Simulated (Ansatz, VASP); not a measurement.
## W in VASP and in Ansatz

Contents of INCAR:

```
SYSTEM = W
  PREC = Accurate
  ENCUT = 500
  EDIFF = 1E-6
  ISMEAR = 0
  SIGMA = 0.15
  LREAL = .FALSE.
  LASPH = .TRUE.
  NELM = 120
  ALGO = Normal
  ISIF = 2
  LWAVE = .FALSE.
  LCHARG = .FALSE.
  GGA = CA
  NBANDS = 21
  GGA_COMPAT = .FALSE.
```

File KPOINTS:

```
Automatic mesh
0
G
  16 16 12
  0 0 0
```

The input POSCAR:

```
W
1.0
    0.0000000000     -1.9864787844     -1.9864787844
    0.0000000000      1.9864787844     -1.9864787844
    3.9729575688      0.0000000000      0.0000000000
W
2
Direct
    0.5203374938      0.4796625062      0.5000000000
   -0.0203374938      0.0203374938      0.0000000000
```

Input for Ansatz:

```yaml
crystal:
  lattice:
    - [0.0, -1.9864787844, -1.9864787844]
    - [0.0, 1.9864787844, -1.9864787844]
    - [3.9729575688, 0.0, 0.0]
  atoms:
    - { symbol: W, position: [0.5203374938, 0.4796625062, 0.5] }
    - { symbol: W, position: [-0.0203374938, 0.0203374938, 0.0] }
basis:
  ecutwfc: 420
kpoints:
  mp_grid: { grid: [16, 16, 12] }
hamiltonian:
  xc: lda
  pseudopotentials: { kind: paw, azcp: { folder: soft_1 } }
scf:
  occupations: { method: gaussian, width: 0.15 }
output:
  forces: true
  stress: true
  eigenvalues: true
```

Change from the starting cell: mode 4 frozen in at -0.081 Å and mode 6 at +0.000 Å (largest displacements).

Alike in both runs: task single point; functional LDA; k mesh 16 × 16 × 12; occupations gaussian, width 0.15 eV; no spin polarisation.

|  | VASP | Ansatz |
| --- | --- | --- |
| version | VASP 6.6.1 | Ansatz 0.2.0 |
| potentials or method | VASP PAW LDA potentials, release 64 (W_sv), cutoff 500 eV | scalar-relativistic, plane waves, PAW |
| valence electrons in the cell | 28 | 28 |

```tsv
	VASP	Ansatz	Ansatz less VASP
gap on the k mesh at the Fermi level (eV)	none	none	-
pressure (GPa)	3.2	1.5	-1.71
traceless stress, the component that is largest in VASP (GPa)	-2.54	-2.55	-0.012
rms of the force components (eV/Å)	0.351	0.341	-0.0102
```

Ansatz warns that its potentials were made for another functional, while VASP's fit it. LDA's correlation is that of Perdew and Zunger in VASP and of Perdew and Wang (1992) in Ansatz. Atom by atom the forces differ by 0.010 eV/Å (rms over components). A gap of «none» marks a metal or a gap that the smearing closes.

Neither program's run includes spin-orbit coupling.
